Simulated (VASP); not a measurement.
Wanted: the native input for a VASP 6.6.1 run.

```yaml
Task: single point
Functional: r2SCAN
Potentials_or_basis: VASP PAW PBE potentials, release 64 (Zr_sv)
Cutoff: 440 eV
k_mesh: 5 × 11 × 1
Occupations: fermi-dirac, width 0.1 eV
Spin: no spin polarisation
Dipole_correction: yes
Further_INCAR_settings: ALGO = Normal; EDIFF = 1e-06; NBANDS = 25
```

The system is Zr, a slab with vacuum.

```
Zr
1.0
     8.01435    0.00000    0.00000
     0.00000    3.58412    0.00000
     0.00000    0.00000   17.60290
Zr
3
Direct
  0.30628 0.00000 0.49833
  0.00000 0.50000 0.50000
  0.69372 0.00000 0.50167
```

These files were run (other wordings do the same):

POSCAR

```
Zr
1.0
    8.0143468365      0.0000000000      0.0000000000
    0.0000000000      3.5841248643      0.0000000000
    0.0000000000      0.0000000000     17.6029000000
Zr
3
Direct
    0.3062817898      0.0000000000      0.4983262082
    0.0000000009      0.5000000000      0.5000000167
    0.6937182094      0.0000000000      0.5016737751
```

INCAR.step1

```
PREC = Accurate
ENCUT = 440
ISMEAR = -1
SIGMA = 0.1
LREAL = False
LASPH = True
NELM = 120
LDIPOL = True
IDIPOL = 3
DIPOL = 0.5 0.5 0.500
NBANDS = 25
GGA = PE
ALGO = Normal
EDIFF = 1E-5
LWAVE = True
LCHARG = False
GGA_COMPAT = False
NELMDL = -8
```

INCAR.step2

```
PREC = Accurate
ENCUT = 440
EDIFF = 1E-6
ISMEAR = -1
SIGMA = 0.1
LREAL = False
LASPH = True
NELM = 120
ALGO = Normal
ISIF = 2
LWAVE = False
LCHARG = False
LDIPOL = True
IDIPOL = 3
DIPOL = 0.5 0.5 0.500
METAGGA = R2SCAN
LMIXTAU = True
NBANDS = 25
ISTART = 1
GGA_COMPAT = False
```

KPOINTS

```
regular mesh
0
Gamma
  5 11 1
```

Potentials or basis: VASP PAW PBE potentials, release 64 (Zr_sv).

Run with:

```sh
$ cat potpaw_PBE.64/Zr_sv/POTCAR > POTCAR
$ cp INCAR.step1 INCAR
$ mpirun -np 1 vasp_std > vasp.out
$ cp INCAR.step2 INCAR
$ mpirun -np 1 vasp_std > vasp.out
```

Results of the run:

The largest force is 0.008 eV/Å and the band gap on the k mesh is zero (bands 18 and 19 overlap by 0.36 eV).

Caveat: the PAW data sets were made with another functional, which shifts forces and pressure a little.

Wall time 19 min on 1 thread of Intel(R) Xeon(R) Platinum 8259CL CPU @ 2.50GHz (Skylake/Cascade Lake) (shared host), peak memory 0.55 GiB.
